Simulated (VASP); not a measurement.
Write the native input for VASP 6.6.1 that does the following.

```
Task                   : single point
Functional             : r2SCAN
Potentials or basis    : VASP PAW PBE potentials, release 64 (Ni, O)
Cutoff                 : 520 eV
k mesh                 : 10 × 10 × 8
Occupations            : gaussian, width 0.02 eV
Spin                   : collinear spin, ferromagnetic start
Starting moments       : [1.83, 1.83, 0.31, 0.31] μB
Dipole correction      : no
Further INCAR settings : ALGO = Normal; EDIFF = 1e-07; NBANDS = 28
```

The system is NiO.

```
Ni O
1.0
     2.10561    2.10561    0.00000
    -2.10561    2.10561    0.00000
     0.00000    0.00000    4.10483
Ni O
2 2
Direct
  0.00000 0.00000 0.00000
  0.50000 0.50000 0.50000
  0.50000 0.50000 0.00000
  0.00000 0.00000 0.50000
```

These files were run (other wordings do the same):

POSCAR

```
NiO
1.0
    2.1056144564      2.1056144564      0.0000000000
   -2.1056144564      2.1056144564      0.0000000000
    0.0000000000      0.0000000000      4.1048250541
Ni O
2 2
Direct
    0.0000000000      0.0000000000      0.0000000000
    0.5000000000      0.5000000000      0.5000000000
    0.5000000000      0.5000000000      0.0000000000
    0.0000000000      0.0000000000      0.5000000000
```

INCAR.step1

```
SYSTEM = NiO
PREC     = Accurate       ! precision mode
ENCUT    = 520            ! plane-wave cutoff, eV
ISMEAR   = 0              ! smearing method
SIGMA    = 0.02           ! smearing width, eV
LREAL    = .False.        ! projectors in reciprocal space
LASPH    = .True.         ! aspherical terms in the spheres
NELM     = 150            ! most SCF steps
ISPIN    = 2              ! spin polarisation
MAGMOM   = 1.83 1.83 0.31 0.31 ! initial moments
LMAXMIX  = 4              ! l up to which the mixer works
NBANDS   = 28             ! bands
GGA      = PE             ! functional
ALGO     = Normal         ! electronic algorithm
EDIFF    = 1E-4           ! SCF threshold, eV
LWAVE    = .True.         ! write WAVECAR
LCHARG   = .False.        ! write CHGCAR
```

INCAR.step2

```
SYSTEM = NiO
PREC     = Accurate       ! precision mode
ENCUT    = 520            ! plane-wave cutoff, eV
EDIFF    = 1E-7           ! SCF threshold, eV
ISMEAR   = 0              ! smearing method
SIGMA    = 0.02           ! smearing width, eV
LREAL    = .False.        ! projectors in reciprocal space
LASPH    = .True.         ! aspherical terms in the spheres
NELM     = 150            ! most SCF steps
ALGO     = Normal         ! electronic algorithm
ISIF     = 2              ! what is computed and relaxed
LWAVE    = .False.        ! write WAVECAR
LCHARG   = .False.        ! write CHGCAR
ISPIN    = 2              ! spin polarisation
MAGMOM   = 1.83 1.83 0.31 0.31 ! initial moments
LORBIT   = 11             ! projections on sites
LMAXMIX  = 4              ! l up to which the mixer works
METAGGA  = R2SCAN         ! meta-GGA
LMIXTAU  = .True.       
NBANDS   = 28             ! bands
ISTART   = 1
```

KPOINTS

```
Automatic mesh
0
Gamma
  10 10 8
  0 0 0
```

Potentials or basis: VASP PAW PBE potentials, release 64 (Ni, O).

Run with:

```console
$ cat potpaw_PBE.64/Ni/POTCAR potpaw_PBE.64/O/POTCAR > POTCAR
$ cp INCAR.step1 INCAR
$ mpirun -np 1 vasp_std > vasp.out
$ cp INCAR.step2 INCAR
$ mpirun -np 1 vasp_std > vasp.out
```

It gave:

```yaml
Pressure: 2.4 GPa
Band_gap_on_the_k_mesh: 0.57 eV
Net_moment: 4.00 μB per cell
Site_moments: Ni +1.69; O +0.28 μB
Valence_electrons_inside_the_program's_atomic_spheres: Ni 8.93; O 5.05
```

Caveat: the PAW data sets were made with another functional, which shifts forces and pressure a little.

It took 4.5 min on 1 thread of Intel(R) Xeon(R) 6975P-C (Granite Rapids) (shared host), peak memory 0.28 GiB.
